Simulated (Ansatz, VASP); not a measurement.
## Al in VASP and in Ansatz

INCAR

```
ALGO = Fast ; EDIFF = 1E-7
ENCUT = 520 ; GGA = PS
ISIF = 2 ; ISMEAR = 0
LASPH = T ; LCHARG = T
LELF = T ; LREAL = F
LVHAR = T ; LWAVE = F
NBANDS = 8 ; NELM = 100
PREC = Accurate ; SIGMA = 0.15
```

KPOINTS

```
k-points
0
Gamma
  26 26 26
```

File POSCAR:

```
Al
1.0
   -1.6305355890      1.5823424188      1.6064390039
    1.6305355890     -1.5823424188      1.6064390039
    1.6305355890      1.5823424188     -1.6064390039
Al
1
Direct
    0.0000000000      0.0000000000      0.0000000000
```

Input for Ansatz:

```yaml
crystal:
  lattice:
    - [-1.630535589, 1.5823424188, 1.6064390039]
    - [1.630535589, -1.5823424188, 1.6064390039]
    - [1.630535589, 1.5823424188, -1.6064390039]
  atoms:
    - { symbol: Al, position: [0.0, 0.0, 0.0] }
basis:
  ecutwfc: 420
kpoints:
  mp_grid: { grid: [26, 26, 26] }
hamiltonian:
  xc: pbesol
scf:
  occupations: { method: gaussian, width: 0.15 }
output:
  forces: true
  stress: true
  eigenvalues: true
```

Change from the starting cell: strain +0.0150 x Voigt [1, -1, 0, 0, 0, 0], atoms carried along.

Alike in both runs: task single point; functional PBEsol; k mesh 26 × 26 × 26; occupations gaussian, width 0.15 eV; no spin polarisation.

```csv
,VASP,Ansatz
version,VASP 6.6.1,Ansatz 0.2.0
potentials or method,"VASP PAW PBE potentials, release 64 (Al), cutoff 520 eV","scalar-relativistic, plane waves, PAW"
valence electrons in the cell,3,3
```

```csv
,VASP,Ansatz,Ansatz less VASP
gap on the k mesh at the Fermi level (eV),none,none,-
pressure (GPa),0.0,-0.1,-0.06
"traceless stress, the component that is largest in VASP (GPa)",-0.51,-0.51,-0.002
```

VASP's potentials were made for PBE, not for PBEsol. A gap of «none» marks a metal or a gap that the smearing closes.
